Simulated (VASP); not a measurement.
# ZrS2 (m.Ae) in VASP: single point with PBEsol

Aim: the single point of ZrS2 (m.Ae) with PBEsol.

Program: VASP 6.6.1. These are calculated values, not measurements. Logs are shortened: lines on timing, memory, paths and dates and some standing lists are left out, and cuts for length are marked.

### 1 The cell of the first run

The cell holds a sheet with vacuum, 3 atoms: a = 3.620 Å, b = 3.620 Å, c = 18.903 Å, α = 90.00°, β = 90.00°, γ = 120.00°.

### 2 Single point, PBEsol

INCAR reads:

```
SYSTEM = ZrS2
PREC = Accurate
ENCUT = 400
EDIFF = 1E-6
ISMEAR = 0
SIGMA = 0.03
LREAL = .FALSE.
LASPH = .TRUE.
NELM = 120
ALGO = Normal
ISIF = 2
LWAVE = .FALSE.
LCHARG = .TRUE.
LDIPOL = .TRUE.
IDIPOL = 3
DIPOL = 0.5 0.5 0.500
GGA = PS
LELF = .TRUE.
LVHAR = .TRUE.
LVACPOTAV = .TRUE.
NBANDS = 19
GGA_COMPAT = .FALSE.
NELMDL = -8
```

KPOINTS reads:

```
Automatic mesh
0
G
  12 12 1
  0 0 0
```

POSCAR reads:

```
ZrS2
1.0
    3.6201993601      0.0000000000      0.0000000000
   -1.8100996801      3.1351846126      0.0000000000
    0.0000000000      0.0000000000     18.9029409121
S Zr
2 1
Direct
    0.3333333333      0.6666666667      0.4232145695
    0.6666666667      0.3333333333      0.5767854305
    0.0000000000      0.0000000000      0.5000000000
```

Potentials or basis: VASP PAW PBE potentials, release 64 (S, Zr_sv).

Started as:

```
$ cat potpaw_PBE.64/S/POTCAR potpaw_PBE.64/Zr_sv/POTCAR > POTCAR
$ mpirun -np 1 vasp_std > vasp.out
```

OUTCAR:

```text
SYSTEM = ZrS2
   PREC = Accurate
   ENCUT = 400
   EDIFF = 1E-6
   ISMEAR = 0
   LREAL = .FALSE.
   LASPH = .TRUE.
   NELM = 120
   ISIF = 2
   GGA = PS
   NELMDL = -8

 ion  position               nearest neighbor table
   1  0.333  0.667  0.423-   3 2.54   3 2.54   3 2.54
   2  0.667  0.333  0.577-   3 2.54   3 2.54   3 2.54
   3  0.000  0.000  0.500-   1 2.54   2 2.54   2 2.54   1 2.54   2 2.54   1 2.54

  LATTYP: Found a hexagonal cell.
 ALAT       =     3.6201993601
 C/A-ratio  =     5.2215193231

  Lattice vectors:

 A1 = (   3.6201993601,   0.0000000000,   0.0000000000)
 A2 = (  -1.8100996801,   3.1351846126,   0.0000000000)
 A3 = (   0.0000000000,   0.0000000000,  18.9029409121)

Analysis of symmetry for initial positions (statically):
=====================================================================
 Subroutine PRICEL returns:
 Original cell was already a primitive cell.

 Routine SETGRP: Setting up the symmetry group for a
 hexagonal supercell.

 Subroutine GETGRP returns: Found 12 space group operations
 (whereof 12 operations were pure point group operations)
 out of a pool of 24 trial point group operations.

The static configuration has the point symmetry D_3d.

Analysis of symmetry for dynamics (positions and initial velocities):
=====================================================================
 Subroutine PRICEL returns:
 Original cell was already a primitive cell.

 Routine SETGRP: Setting up the symmetry group for a
 hexagonal supercell.

 Subroutine GETGRP returns: Found 12 space group operations
 (whereof 12 operations were pure point group operations)
 out of a pool of 24 trial point group operations.

The dynamic configuration has the point symmetry D_3d.

 Subroutine INISYM returns: Found 12 space group operations
 (whereof 12 operations are pure point group operations),
 and found     1 'primitive' translations

----------------------------------------------------------------------------------------

                                     Primitive cell

  volume of cell :     214.5483

  direct lattice vectors                    reciprocal lattice vectors
     3.620199360  0.000000000  0.000000000     0.276227882  0.159480242  0.000000000
    -1.810099680  3.135184613  0.000000000     0.000000000  0.318960484  0.000000000
     0.000000000  0.000000000 18.902940912     0.000000000  0.000000000  0.052901821

  length of vectors
     3.620199360  3.620199360 18.902940912     0.318960484  0.318960484  0.052901821

  position of ions in fractional coordinates (direct lattice)
     0.333333333  0.666666667  0.423214569
     0.666666667  0.333333333  0.576785431
     0.000000000  0.000000000  0.500000000

  ion indices of the primitive-cell ions
   primitive index   ion index
                 1           1
                 2           2
                 3           3

----------------------------------------------------------------------------------------

 KPOINTS: Automatic mesh

Automatic generation of k-mesh.
 Grid dimensions read from file:
 generate k-points for:   12   12    1

 Generating k-lattice:

  Cartesian coordinates                     Fractional coordinates (reciprocal lattice)
     0.023018990  0.013290020  0.000000000     0.083333333 -0.000000000  0.000000000
     0.000000000  0.026580040  0.000000000     0.000000000  0.083333333  0.000000000
     0.000000000  0.000000000  0.052901821     0.000000000  0.000000000  1.000000000

  Length of vectors
     0.026580040  0.026580040  0.052901821

  Shift w.r.t. Gamma in fractional coordinates (k-lattice)
     0.000000000  0.000000000  0.000000000

 Subroutine IBZKPT returns following result:
 ===========================================

 Found     19 irreducible k-points:

 Following reciprocal coordinates:
            Coordinates               Weight
  0.000000  0.000000  0.000000      1.000000
  0.083333 -0.000000  0.000000      6.000000
  0.166667  0.000000  0.000000      6.000000
  0.250000  0.000000  0.000000      6.000000
  0.333333 -0.000000  0.000000      6.000000
  0.416667  0.000000  0.000000      6.000000
[... 11 lines left out ...]
  0.333333  0.250000  0.000000     12.000000
  0.333333  0.333333  0.000000      2.000000
   k-points           NKPTS =     19   k-points in BZ     NKDIM =     19   number of bands    NBANDS=     19
   number of dos      NEDOS =    301   number of ions     NIONS =      3
   total plane-waves  NPLWV =  72576
   dimension x,y,z NGX =    24 NGY =   24 NGZ =  126
   dimension x,y,z NGXF=    48 NGYF=   48 NGZF=  252
   ions per type =               2   1
   NGX,Y,Z   is equivalent  to a cutoff of  11.02, 11.02, 11.08 a.u.
   NGXF,Y,Z  is equivalent  to a cutoff of  22.04, 22.04, 22.16 a.u.
 SYSTEM =  ZrS2
   PREC   = accura    normal or accurate (medium, high low for compatibility)
   ISTART =      0    job   : 0-new  1-cont  2-samecut
   ICHARG =      2    charge: 1-file 2-atom 10-const
   ISPIN  =      1    spin polarized calculation?
   LNONCOLLINEAR =      F non collinear calculations
   LSORBIT =      F    spin-orbit coupling
   LASPH  =      T    aspherical Exc in radial PAW
   ENCUT  =  400.0 eV  29.40 Ry    5.42 a.u.   5.90  5.90 30.83*2*pi/ulx,y,z
   NELM   =    120;   NELMIN=  2; NELMDL= -8     # of ELM steps
   EDIFF  = 0.1E-05   stopping-criterion for ELM
   LREAL  =      F    real-space projection
   EDIFFG = 0.1E-04   stopping-criterion for IOM
   NSW    =      0    number of steps for IOM
   IBRION =     -1    ionic relax: 0-MD 1-quasi-New 2-CG
   NFREE  =      0    steps in history (QN), initial steepest desc. (CG)
   ISIF   =      2    stress and relaxation
   ISYM   =      2    0-nonsym 1-usesym 2-fastsym
   POTIM  = 0.5000    time-step for ionic-motion
   TEBEG  =    0.0;   TEEND  =   0.0 temperature during run
   PSTRESS=    0.0 pullay stress
   NELECT =      24.0000    total number of electrons
   NUPDOWN=      -1.0000    fix difference up-down
   EMIN   =  10.00;   EMAX   =-10.00  energy-range for DOS
   EFERMI =   0.00;   METHOD = LEGACY
   ISMEAR =     0;   SIGMA  =   0.03  broadening in eV -4-tet -1-fermi 0-gaus
   EFERMI_NEDOS =   21; number of points for ismear=-14 and -15
   IALGO  =     38    algorithm
   IMIX   =      4    mixing-type and parameters
     AMIX     =   0.40;   BMIX     =  1.00
     AMIX_MAG =   1.60;   BMIX_MAG =  1.00
  volume/ion in A,a.u.               =      71.52       482.61
  Fermi-wavevector in a.u.,A,eV,Ry     =   0.788806  1.490627  8.465749  0.622215
  Thomas-Fermi vector in A             =   1.893821
   LORBIT       =      0    0 simple, 1 ext, 2 COOP (PROOUT), +10 PAW based schemes
   GGA     = PS    functional components
   LHFCALC =     F    Hartree Fock is set to
   AEXX    =    0.0000 exact exchange contribution
   IVDW    =     0    specifies the selected vdW correction
   LEPSILON=     F    determine dielectric tensor
   LRPA    =     F    only Hartree local field effects (RPA)
 non-spin polarized calculation
 Gauss-broadening in eV      SIGMA  =   0.03
  energy-cutoff  :      400.00
  volume of cell :      214.55
 maximum number of plane-waves:      3924
 NGX is ok and might be reduce to    24
   NGX = 11   NGY = 11   NGZ = 61

 dipolmoment           0.000000      0.000000      0.000000 electrons x Angstroem

 number of electron      24.0000002 magnetization

 dipolmoment           0.000000      0.000000     -0.000000 electrons x Angstroem

 Free energy of the ion-electron system (eV)
  ---------------------------------------------------
  ext. energy  EPLUGINS =         0.00000000
  ---------------------------------------------------
  free energy    TOTEN  =       -22.51753608 eV

  energy without entropy =      -22.51753608  energy(sigma->0) =      -22.51753608

 E-fermi :  -2.7570     XC(G=0):  -3.5159

 val. band max:       -2.9109000991   @ k =   0.0000   0.0000   0.0000
 cond. band min:      -1.9113046883   @ k =   0.5000   0.0000   0.0000
 fundamental gap:      0.9995954108
 Fermi energy:        -2.7569657578

 k-point     1 :       0.0000    0.0000    0.0000
  band No.  band energies     occupation
      1     -51.5962      2.00000
      2     -29.7226      2.00000
      3     -29.5457      2.00000
      4     -29.5457      2.00000
      5     -15.4589      2.00000
      6     -14.2457      2.00000
[... 11 lines left out ...]
     18       2.6424      0.00000
     19       3.0803      0.00000

 k-point     2 :       0.0833   -0.0000    0.0000
  band No.  band energies     occupation
      1     -51.5946      2.00000
      2     -29.7179      2.00000
      3     -29.5670      2.00000
      4     -29.5502      2.00000
      5     -15.3823      2.00000
      6     -14.2567      2.00000
[... 11 lines left out ...]
     18       2.8514      0.00000
     19       3.2846      0.00000

 k-point     3 :       0.1667    0.0000    0.0000
  band No.  band energies     occupation
      1     -51.5903      2.00000
      2     -29.7054      2.00000
      3     -29.6246      2.00000
      4     -29.5625      2.00000
      5     -15.1694      2.00000
      6     -14.2849      2.00000
[... 11 lines left out ...]
     18       3.3320      0.00000
     19       3.6905      0.00000

 k-point     4 :       0.2500    0.0000    0.0000
  band No.  band energies     occupation
      1     -51.5845      2.00000
      2     -29.7048      2.00000
      3     -29.6854      2.00000
      4     -29.5793      2.00000
      5     -14.8770      2.00000
      6     -14.3091      2.00000
[... 297 lines left out ...]
     18       5.1975      0.00000
     19       5.2698      0.00000

 k-point    18 :       0.3333    0.2500    0.0000
  band No.  band energies     occupation
      1     -51.5706      2.00000
      2     -29.7965      2.00000
      3     -29.7063      2.00000
      4     -29.6462      2.00000
      5     -14.3169      2.00000
      6     -14.1441      2.00000
[... 11 lines left out ...]
     18       5.2785      0.00000
     19       5.6004      0.00000

 k-point    19 :       0.3333    0.3333    0.0000
  band No.  band energies     occupation
      1     -51.5698      2.00000
      2     -29.7576      2.00000
      3     -29.7576      2.00000
      4     -29.6441      2.00000
      5     -14.2094      2.00000
      6     -14.2094      2.00000
[... 11 lines left out ...]
     18       5.7244      0.00000
     19       6.1618      0.00000

------------------------ aborting loop because EDIFF is reached ----------------------------------------

  FORCE on cell =-STRESS in cart. coord.  units (eV):
  Direction    XX          YY          ZZ          XY          YZ          ZX
  --------------------------------------------------------------------------------------
  -------------------------------------------------------------------------------------
  Total        0.2990632      0.2990632      0.1030385     -0.0000000      0.0000000      0.0000000
  in kB        2.2333074      2.2333074      0.7694582     -0.0000000      0.0000000      0.0000000
  external PRESSURE =       1.7453577 kB  Pullay stress =       0.0000000 kB

 VOLUME and BASIS-vectors are now :
 -----------------------------------------------------------------------------
  energy-cutoff  :      400.00
  volume of cell :      214.55
      direct lattice vectors                 reciprocal lattice vectors
     3.620199360  0.000000000  0.000000000     0.276227882  0.159480242  0.000000000
    -1.810099680  3.135184613  0.000000000     0.000000000  0.318960484  0.000000000
     0.000000000  0.000000000 18.902940912     0.000000000  0.000000000  0.052901821

 POSITION                                       TOTAL-FORCE (eV/Angst)
 -----------------------------------------------------------------------------------
     -0.00000      2.09012      8.00000        -0.000000      0.000000     -0.050343
      1.81010      1.04506     10.90294         0.000000     -0.000000      0.050343
      0.00000      0.00000      9.45147        -0.000000      0.000000      0.000000
 -----------------------------------------------------------------------------------
    total drift:                                0.000000      0.000000     -0.000000

  FREE ENERGIE OF THE ION-ELECTRON SYSTEM (eV)
  ---------------------------------------------------
  free  energy   TOTEN  =       -22.5175360753 eV

  energy  without entropy=      -22.5175360753  energy(sigma->0) =      -22.51753608

 vacuum level on the upper side and lower side of the slab         3.432         3.432
```

It took 66 s on 1 thread of AMD EPYC 9R14 (Zen 4), shared host; peak memory 0.23 GiB.

What came out:

| Item | Value |
| --- | --- |
| Free energy | -22.5175 eV |
| Largest force | 0.050 eV/Å |
| Band gap on the k mesh | 1.00 eV, indirect (least direct gap 1.62 eV) |

Forces in eV/Å, atoms in the order of the input:
```
S    0.000  0.000 -0.050
S    0.000  0.000  0.050
Zr   0.000  0.000  0.000
```

Caveat: the PAW data sets were made with another functional, which shifts forces and pressure a little.
